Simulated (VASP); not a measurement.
Set up this calculation in VASP 6.6.1, as the native input.

| Property | Result |
| --- | --- |
| Task | relaxation of cell and atoms |
| Functional | PBE |
| Potentials or basis | VASP PAW PBE potentials, release 64 (Tm_3, Hg, Cl), 4f in core |
| Cutoff | 500 eV |
| k mesh | 4 × 4 × 2 |
| Occupations | gaussian, width 0.1 eV |
| Spin | no spin polarisation |
| Dipole correction | no |
| Mended | yes |
| Further INCAR settings | ALGO = Normal; EDIFF = 1e-07; IBRION = 2; EDIFFG = -0.04; NSW = 90; ISIF = 3 |

The structure of TmHgCl lies in POSCAR:

```
TmHgCl
1.0
    4.3064062500      0.0000000000      0.0000000000
    0.0000000000      4.3064062500      0.0000000000
    0.0000000000      0.0000000000      7.8656726300
Tm Hg Cl
2 2 2
Direct
    0.0000000000      0.5000000000      0.7591016900
    0.5000000000      0.0000000000      0.2408983100
    0.0000000000      0.5000000000      0.3619305800
    0.5000000000      0.0000000000      0.6380694200
    0.0000000000      0.0000000000      0.0000000000
    0.5000000000      0.5000000000      0.0000000000
```

The cell was built from a structure type or drawn by symmetry, and may not be a known phase.

These files were run (other wordings do the same):

INCAR

```
PREC = Accurate ; ENCUT = 500
EDIFF = 1E-7 ; ISMEAR = 0
SIGMA = 0.1 ; LREAL = F
LASPH = T ; NELM = 200
ALGO = Normal ; ISIF = 3
LWAVE = F ; LCHARG = F
GGA = PE ; IBRION = 2
NSW = 90 ; EDIFFG = -0.04
GGA_COMPAT = F ; NELMIN = 4
LMAXMIX = 6
```

KPOINTS

```
regular mesh
0
Gamma
  4 4 2
```

Potentials or basis: VASP PAW PBE potentials, release 64 (Tm_3, Hg, Cl), 4f in core.

The run is started by

```sh
$ cat potpaw_PBE.64/Tm_3/POTCAR potpaw_PBE.64/Hg/POTCAR potpaw_PBE.64/Cl/POTCAR > POTCAR
$ mpirun -np 1 vasp_std > vasp.out
```

Results of the run:

```json
{
 "Relaxed volume": "23.67 Å³/atom",
 "Relaxed cell": "a = 4.169 Å, b = 4.169 Å, c = 8.174 Å, α = 90.00°, β = 90.00°, γ = 90.00°",
 "Space group after relaxing (to 0.1 Å)": "P4/nmm (No. 129)",
 "Energy gained by relaxing": "35.9 meV/atom",
 "Ionic steps": "9",
 "Pressure after relaxing": "0.1 GPa",
 "Largest force after relaxing": "0.031 eV/Å",
 "Band gap on the k mesh": "zero (bands 28 and 29 overlap by 0.92 eV)"
}
```

Caveat: the k points lie up to 0.38 Å⁻¹ apart in the final cell, too coarse for converged energies and pressures of a metal; spin-orbit coupling is left out, which moves the levels of the heavy elements; the 4f electrons are frozen in the core, so they carry no moment and show no levels; the run has no spin polarisation, though such a crystal can be magnetic.

Run time: 3.5 min on 1 thread of Intel(R) Xeon(R) Platinum 8488C (Sapphire Rapids), with other jobs on the host, peak memory 0.28 GiB.
